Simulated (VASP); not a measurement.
Input of a VASP 6.6.1 run:

Contents of INCAR:

```
ALGO = Normal ; EDIFF = 1E-6
ENCUT = 520 ; GGA = PS
ISIF = 2 ; ISMEAR = 0
LASPH = T ; LCHARG = T
LELF = T ; LREAL = F
LVHAR = T ; LWAVE = F
NBANDS = 14 ; NELM = 100
PREC = Accurate ; SIGMA = 0.05
```

KPOINTS

```
k-points
0
Gamma
  10 10 10
```

POSCAR

```
ZrH2
1.0
    0.0000000000      2.3818634075      2.3818634075
    2.3818634075      0.0000000000      2.3818634075
    2.3818634075      2.3818634075      0.0000000000
Zr H
1 2
Direct
    0.0000000000      0.0000000000      0.0000000000
    0.2500000000      0.2500000000      0.2500000000
    0.7500000000      0.7500000000      0.7500000000
```

Potentials or basis: VASP PAW PBE potentials, release 64 (Zr_sv, H).

Command:

```sh
$ cat potpaw_PBE.64/Zr_sv/POTCAR potpaw_PBE.64/H/POTCAR > POTCAR
$ mpirun -np 1 vasp_std > vasp.out
```

Problem. Estimate the band gap on the k mesh.

Solution. Zero (band 7 reaches 9.07 eV, above the bottom of band 8 at 8.27 eV).

Problem. What does it give for the pressure?

Solution. -0.1 GPa.

Caveat: the PAW data sets were made with another functional, which shifts forces and pressure a little.
